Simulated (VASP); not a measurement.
Write the native input for VASP 6.6.1 that does the following.

| Quantity | Value |
| --- | --- |
| Task | electric field gradients |
| Functional | PBE |
| Potentials or basis | VASP PAW PBE potentials, release 64 (Gd) |
| Cutoff | 520 eV |
| k mesh | 11 × 11 × 11 |
| Occupations | fermi-dirac, width 0.08 eV |
| Spin | non-collinear spin, typed start, spin-orbit coupling |
| Starting moments | [[0.0, 0.0, 7.0]] μB |
| Dipole correction | no |
| Further INCAR settings | ALGO = Normal; EDIFF = 1e-08; NBANDS = 29 |

The structure of Gd lies in POSCAR:

```
Gd
1.0
   -2.0250000000      2.0250000000      2.0250000000
    2.0250000000     -2.0250000000      2.0250000000
    2.0250000000      2.0250000000     -2.0250000000
Gd
1
Direct
    0.0000000000      0.0000000000      0.0000000000
```

The input as run:

INCAR

```
PREC = Accurate
ENCUT = 520
EDIFF = 1E-8
ISMEAR = -1
SIGMA = 0.08
LREAL = False
LASPH = True
NELM = 150
ALGO = Normal
ISIF = 2
LWAVE = False
LCHARG = False
LNONCOLLINEAR = True
MAGMOM = 0 0 7
LORBIT = 11
LSORBIT = True
GGA_COMPAT = False
LORBMOM = True
LMAXMIX = 6
GGA = PE
LEFG = True
NBANDS = 29
```

KPOINTS

```
Automatic mesh
0
Gamma
  11 11 11
```

Potentials or basis: VASP PAW PBE potentials, release 64 (Gd).

Launch:

```console
$ cat potpaw_PBE.64/Gd/POTCAR > POTCAR
$ mpirun -np 1 vasp_ncl > vasp.out
```

Results of the run:

```json
{
  "Pressure": "0.2 GPa",
  "Net moment": "7.55 μB per cell",
  "Valence electrons inside the program's atomic spheres": "Gd 15.23"
}
```

Caveat: without QUAD_EFG the Cq values of the log hold for a quadrupole moment of 1 mb, not for the nuclei.

Run time: 14 min on 1 thread of Intel(R) Xeon(R) Platinum 8375C CPU @ 2.90GHz (Ice Lake), with other jobs on the host, peak memory 0.44 GiB.
